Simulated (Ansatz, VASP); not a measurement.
**NaH: VASP beside Ansatz**

```
Na H
1.0
     0.00000    2.41604    2.41604
     2.41604    0.00000    2.41604
     2.41604    2.41604    0.00000
Na H
1 1
Cartesian
  0.0000 0.0000 0.0000
  2.4160 2.4160 2.4160
```

Alike in both runs: functional PBE; k mesh 8 × 8 × 8; occupations fermi-dirac, width 0.01 eV; no spin polarisation.

Ansatz relaxed the structure, and its values are those at the end. VASP's run is a single point on that final structure, the one shown.

|  | VASP | Ansatz |
| --- | --- | --- |
| version | VASP 6.6.1 | Ansatz 0.2.0 |
| potentials or method | VASP PAW PBE potentials, release 64 (Na_pv, H) | plane waves, PAW |
| plane-wave cutoff (eV) | 520 | 420 |
| valence electrons in the cell | 8 | 10 |

|  | VASP | Ansatz | Ansatz less VASP |
| --- | --- | --- | --- |
| pressure (GPa) | 0.0 | 0.0 | +0.03 |

VASP's potentials hold 8 valence electrons a cell and Ansatz's 10, so a difference there can come from the potentials and not from the codes.
